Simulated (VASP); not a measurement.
# CaF2 (Fm-3m) in VASP: further runs, part 3 of 3

VASP 6.6.1.

## (5) Phonons, PBEsol, target pressure 1.5 GPa, at which the enthalpy is minimised

POSCAR reads:

```
CaF2
1.0
    0.0000000000      2.7123156406      2.7123156406
    2.7123156406      0.0000000000      2.7123156406
    2.7123156406      2.7123156406      0.0000000000
  Ca              F
     1     2
Direct
     0.0000000000000000    0.0000000000000000    0.0000000000000000
     0.2500000000000000    0.2500000000000000    0.2500000000000000
     0.7500000000000000    0.7500000000000000    0.7500000000000000
```

INCAR.step1 reads:

```
ALGO = Fast
EDIFF = 1E-8
EDIFFG = -0.002
ENCUT = 600
GGA = PS
IBRION = 2
ISIF = 3
ISMEAR = 0
KPAR = 2
LASPH = T
LCHARG = F
LREAL = F
LWAVE = F
NELM = 80
NSW = 40
PREC = Accurate
PSTRESS = 15.0
SIGMA = 0.03
```

INCAR.step2 reads:

```
ALGO = Fast
EDIFF = 1E-8
ENCUT = 600
GGA = PS
IBRION = 6
ISIF = 2
ISMEAR = 0
KPAR = 2
LASPH = T
LCHARG = F
LREAL = F
LWAVE = F
NELM = 80
NFREE = 2
NSW = 1
POTIM = 0.015
PREC = Accurate
PSTRESS = 15.0
SIGMA = 0.03
```

KPOINTS reads:

```
k-points
0
Gamma
  8 8 8
```

Potentials or basis: VASP PAW PBE potentials, release 64 (Ca_sv, F).

On the command line:

```sh
> cat potpaw_PBE.64/Ca_sv/POTCAR potpaw_PBE.64/F/POTCAR > POTCAR
> cp INCAR.step1 INCAR
> mpirun -np 2 vasp_std > vasp.out
> cp CONTCAR POSCAR
> cp INCAR.step2 INCAR
> mpirun -np 2 vasp_std > vasp.out
```

OUTCAR:

```text
EDIFF = 1E-8
   ENCUT = 600
   GGA = PS
   IBRION = 6
   ISIF = 2
   ISMEAR = 0
   LASPH = T
   LREAL = F
   NELM = 80
   NFREE = 2
   NSW = 1
   POTIM = 0.015
   PREC = Accurate
   PSTRESS = 15.0

 ion  position               nearest neighbor table
   1  0.000  0.000  0.000-   3 2.34   3 2.34   3 2.34   2 2.34   3 2.34   2 2.34   2 2.34   2 2.34

   2  0.250  0.250  0.250-   1 2.34   1 2.34   1 2.34   1 2.34
   3  0.750  0.750  0.750-   1 2.34   1 2.34   1 2.34   1 2.34

  LATTYP: Found a face centered cubic cell.
 ALAT       =     5.3951049127

  Lattice vectors:

 A1 = (   0.0000000000,   2.6975524563,   2.6975524563)
 A2 = (   2.6975524563,   0.0000000000,   2.6975524563)
 A3 = (   2.6975524563,   2.6975524563,   0.0000000000)

Analysis of symmetry for initial positions (statically):
=====================================================================
 Subroutine PRICEL returns:
 Original cell was already a primitive cell.
[... 811 lines left out ...]

 k-point     1 :       0.0000    0.0000    0.0000
  band No.  band energies     occupation
      1     -36.5223      2.00000
      2     -20.8127      2.00000
      3     -19.9648      2.00000
      4     -17.5470      2.00000
      5     -17.5468      2.00000
      6     -17.5462      2.00000
[... 481 lines left out ...]
  energy  without entropy=      -17.8271891503  energy(sigma->0) =      -17.82725700

  enthalpy is  TOTEN    =       -17.4597715228 eV   P V=        0.3675533356

 INTERNAL STRAIN TENSORS FROM DISPLACED ATOMS
 ============================================

 INTERNAL STRAIN TENSOR FOR ION    1 for displacements in x,y,z  (eV/Angst):
          X           Y           Z          XY          YZ          ZX
  --------------------------------------------------------------------------------
  x     0.00000     0.00000     0.00000     0.00000     0.00000     0.00000
  y     0.00000     0.00000     0.00000     0.00000     0.00000     0.00000
  z     0.00000     0.00000     0.00000     0.00000     0.00000     0.00000

 INTERNAL STRAIN TENSOR FOR ION    3 for displacements in x,y,z  (eV/Angst):
          X           Y           Z          XY          YZ          ZX
  --------------------------------------------------------------------------------
  x     0.00000     0.00000     0.00000     0.00000     3.13396     0.00000
  y    -0.00000     0.00000    -0.00000     0.00000     0.00000     3.13396
  z     0.00000     0.00000     0.00000     3.13396     0.00000     0.00000

 Eigenvectors and eigenvalues of the dynamical matrix
 ----------------------------------------------------

   1 f  =    9.860606 THz    61.956012 2PiTHz  328.914397 cm-1    40.780169 meV
             X         Y         Z           dx          dy          dz
      0.000000  0.000000  0.000000    -0.000000   -0.000000   -0.000000
      1.348776  1.348776  1.348776     0.354692   -0.611559   -0.013776
      4.046329  4.046329  4.046329    -0.354692    0.611559    0.013776
[... 43 lines left out ...]
   9 f/i=    0.017035 THz     0.107031 2PiTHz    0.568210 cm-1     0.070449 meV
             X         Y         Z           dx          dy          dz
      0.000000  0.000000  0.000000    -0.594682    0.337985    0.208132
      1.348776  1.348776  1.348776    -0.411188    0.233697    0.143911
      4.046329  4.046329  4.046329    -0.411188    0.233697    0.143911

 ELASTIC MODULI CONTR FROM IONIC RELAXATION (kBar)
 Direction    XX          YY          ZZ          XY          YZ          ZX
 --------------------------------------------------------------------------------
 XX          -0.0000     -0.0000     -0.0000     -0.0000     -0.0000      0.0000
 YY          -0.0000     -0.0000     -0.0000     -0.0000     -0.0000      0.0000
 ZZ          -0.0000     -0.0000     -0.0000      0.0000     -0.0000      0.0000
 XY          -0.0000     -0.0000      0.0000   -106.0654      0.0000     -0.0000
 YZ          -0.0000     -0.0000     -0.0000      0.0000   -106.0654      0.0000
 ZX           0.0000      0.0000      0.0000     -0.0000      0.0000   -106.0654
 --------------------------------------------------------------------------------
```

OUTCAR.step1:

```text
EDIFF = 1E-8
   EDIFFG = -0.002
   ENCUT = 600
   GGA = PS
   IBRION = 2
   ISIF = 3
[... 758 lines left out ...]
  --------------------------------------------------------------------------------------
  -------------------------------------------------------------------------------------
  Total        0.3674390      0.3674390      0.3674390      0.0000000     -0.0000000     -0.0000000
  in kB       14.9953359     14.9953359     14.9953359      0.0000000     -0.0000000     -0.0000000
  external PRESSURE =      -0.0046641 kB  Pullay stress =      15.0000000 kB
[... 22 lines left out ...]
  energy  without entropy=      -17.9016851406  energy(sigma->0) =      -17.90168514

  enthalpy is  TOTEN    =       -17.5341318051 eV   P V=        0.3675533356

 reached required accuracy - stopping structural energy minimisation
```

OSZICAR.step1:

```text
N       E                     dE             d eps       ncg     rms          rms(c)
DAV:   1     0.238270125088E+03    0.23827E+03   -0.15019E+04   928   0.170E+03
DAV:   2    -0.815082190783E+01   -0.24642E+03   -0.24297E+03  1160   0.409E+02
DAV:   3    -0.185586889656E+02   -0.10408E+02   -0.10398E+02  1120   0.954E+01
[... 65 lines left out ...]
RMM:  11    -0.179016851604E+02    0.38315E-07   -0.11054E-07   841   0.213E-03    0.861E-05
RMM:  12    -0.179016850968E+02    0.63600E-07   -0.59489E-08   753   0.181E-03    0.427E-04
RMM:  13    -0.179016851169E+02   -0.20045E-07   -0.19718E-08   653   0.135E-03    0.278E-04
RMM:  14    -0.179016851350E+02   -0.18149E-07   -0.52566E-08   627   0.121E-03    0.122E-04
RMM:  15    -0.179016851406E+02   -0.56261E-08   -0.14208E-08   575   0.105E-03
   3 F= -.17534132E+02 E0= -.17534132E+02  d E =-.302824E-02
```

It took 5.5 min on 2 MPI ranks of Intel Xeon Platinum 8259CL at 2.50GHz (Skylake/Cascade Lake), shared host; peak memory 0.25 GiB.

Results:

```yaml
Relaxed_volume: 13.09 Å³/atom
Relaxed_cell: a = 3.815 Å, b = 3.815 Å, c = 3.815 Å, α = 60.00°, β = 60.00°, γ = 60.00°
Space_group_after_relaxing_to_0.1_Å: Fm-3m (No. 225)
Highest_phonon_frequency_at_Γ_LO-TO_splitting_left_out: 329 cm⁻¹
```

Step by step:
```csv
step,energy change (eV),largest force (eV/Å),pressure (GPa),volume (Å³)
1,0.0000,0.0000,0.02,39.91
2,0.0036,0.0000,1.63,39.20
3,0.0030,0.0000,1.50,39.26
```

Final structure:
```xyz
3
Lattice="0.0000 2.6976 2.6976 2.6976 0.0000 2.6976 2.6976 2.6976 0.0000" Properties=species:S:1:pos:R:3 pbc="T T T"
Ca    0.0000    0.0000    0.0000
F     1.3488    1.3488    1.3488
F     4.0463    4.0463    4.0463
```

Phonon frequencies in cm⁻¹ (negative: imaginary):
```csv
q point,frequencies
"(0.000, 0.000, 0.000)",-1 -1 -1 266 266 266 329 329 329
```

Caveat: the PAW data sets were made with another functional, which shifts forces and pressure a little.

## (6) Dielectric tensor, PBEsol

This run uses another cell than the first one, of 13.09 Å³/atom.

INCAR reads:

```
ALGO = Fast
EDIFF = 1E-8
ENCUT = 600
GGA = PS
ISIF = 2
ISMEAR = 0
KPAR = 2
LASPH = T
LCHARG = F
LEPSILON = T
LREAL = F
LWAVE = F
NELM = 80
PREC = Accurate
SIGMA = 0.03
```

KPOINTS reads:

```
k-points
0
Monkhorst-Pack
  14 14 14
```

POSCAR reads:

```
CaF2                                    
1.0
    0.0000000000      2.6975524563      2.6975524563
    2.6975524563      0.0000000000      2.6975524563
    2.6975524563      2.6975524563     -0.0000000000
  Ca              F             
     1     2
Direct
     0.0000000000000000    0.0000000000000000    0.0000000000000000
     0.2500000000000000    0.2500000000000000    0.2500000000000000
     0.7500000000000000    0.7500000000000000    0.7500000000000000
```

Potentials or basis: VASP PAW PBE potentials, release 64 (Ca_sv, F).

On the command line:

```sh
> cat potpaw_PBE.64/Ca_sv/POTCAR potpaw_PBE.64/F/POTCAR > POTCAR
> mpirun -np 2 vasp_std > vasp.out
```

OUTCAR:

```text
EDIFF = 1E-8
   ENCUT = 600
   GGA = PS
   ISIF = 2
   ISMEAR = 0
   LASPH = T
   LEPSILON = T
   LREAL = F
   NELM = 80
   PREC = Accurate

 ion  position               nearest neighbor table
   1  0.000  0.000  0.000-   3 2.34   3 2.34   3 2.34   2 2.34   2 2.34   2 2.34   3 2.34   2 2.34

   2  0.250  0.250  0.250-   1 2.34   1 2.34   1 2.34   1 2.34
   3  0.750  0.750  0.750-   1 2.34   1 2.34   1 2.34   1 2.34

  LATTYP: Found a face centered cubic cell.
 ALAT       =     5.3951049126

  Lattice vectors:

 A1 = (   0.0000000000,   2.6975524563,   2.6975524563)
 A2 = (   2.6975524563,   0.0000000000,   2.6975524563)
 A3 = (   2.6975524563,   2.6975524563,   0.0000000000)

[... 708 lines left out ...]
    -0.00000  0.00000 -0.00006

 MACROSCOPIC STATIC DIELECTRIC TENSOR (including local field effects in DFT)
 ------------------------------------------------------
           2.324365     0.000000    -0.000000
          -0.000000     2.324365     0.000000
          -0.000000     0.000000     2.324365
 ------------------------------------------------------

 PIEZOELECTRIC TENSOR (including local field effects)  for field in x, y, z        (e  Angst)
          XX          YY          ZZ          XY          YZ          ZX
  --------------------------------------------------------------------------------
  x     0.00000     0.00000     0.00000     0.00000     0.00000     0.00000
  y     0.00000     0.00000     0.00000     0.00000     0.00000     0.00000
  z     0.00000     0.00000     0.00000     0.00000     0.00000     0.00000

 PIEZOELECTRIC TENSOR (including local field effects)  for field in x, y, z        (C/m^2)
          XX          YY          ZZ          XY          YZ          ZX
  --------------------------------------------------------------------------------
  x     0.00000     0.00000     0.00000     0.00000     0.00000     0.00000
  y     0.00000     0.00000     0.00000     0.00000     0.00000     0.00000
  z     0.00000     0.00000     0.00000     0.00000     0.00000     0.00000

 BORN EFFECTIVE CHARGES (including local field effects) (in |e|, cummulative output)
 ---------------------------------------------------------------------------------
 ion    1
    1     2.37466     0.00000     0.00000
    2     0.00000     2.37466     0.00000
    3     0.00000     0.00000     2.37466
 ion    2
    1    -1.18733     0.00000     0.00000
    2     0.00000    -1.18733     0.00000
    3     0.00000     0.00000    -1.18733
 ion    3
    1    -1.18733     0.00000     0.00000
    2     0.00000    -1.18733     0.00000
    3     0.00000     0.00000    -1.18733
```

OSZICAR:

```text
N       E                     dE             d eps       ncg     rms          rms(c)
DAV:   1     0.241069523711E+03    0.24107E+03   -0.15093E+04  8960   0.171E+03
DAV:   2    -0.841868941424E+01   -0.24949E+03   -0.24428E+03 11480   0.415E+02
DAV:   3    -0.186110523882E+02   -0.10192E+02   -0.10184E+02 10272   0.952E+01
[... 12 lines left out ...]
RMM:  13    -0.155647588129E+00    0.18733E-05   -0.98213E-07 59491   0.875E-04    0.133E-04
RMM:  14    -0.155647772707E+00   -0.18458E-06   -0.49911E-07 60383   0.368E-04    0.144E-04
RMM:  15    -0.155647955396E+00   -0.18269E-06   -0.23287E-07 49351   0.226E-04    0.793E-05
RMM:  16    -0.155648205129E+00   -0.24973E-06   -0.11952E-07 43054   0.127E-04    0.299E-05
RMM:  17    -0.155648256251E+00   -0.51122E-07   -0.63313E-08 31325   0.726E-05    0.165E-05
RMM:  18    -0.155648298061E+00   -0.41810E-07   -0.19315E-08 28385   0.648E-05    0.354E-06
```

Run time: 59 min. Hardware: 2 MPI ranks of Intel Xeon Platinum 8259CL at 2.50GHz (Skylake/Cascade Lake), shared host; peak memory 1.3 GiB.

What came out:

```
Electronic dielectric tensor (diagonal) : 2.32
Born charges (mean of the diagonal)     : Ca +2.37; F -1.19 e
```

Electronic dielectric tensor:
```
2.32 0.00 0.00
0.00 2.32 0.00
0.00 0.00 2.32
```

Born effective charge tensors (e):
atom 1, Ca
```
2.37 0.00 0.00
0.00 2.37 0.00
0.00 0.00 2.37
```
atom 2, F
```
-1.19  0.00  0.00
 0.00 -1.19  0.00
 0.00  0.00 -1.19
```
atom 3, F
```
-1.19  0.00  0.00
 0.00 -1.19  0.00
 0.00  0.00 -1.19
```

Caveat: the PAW data sets were made with another functional, which shifts forces and pressure a little.
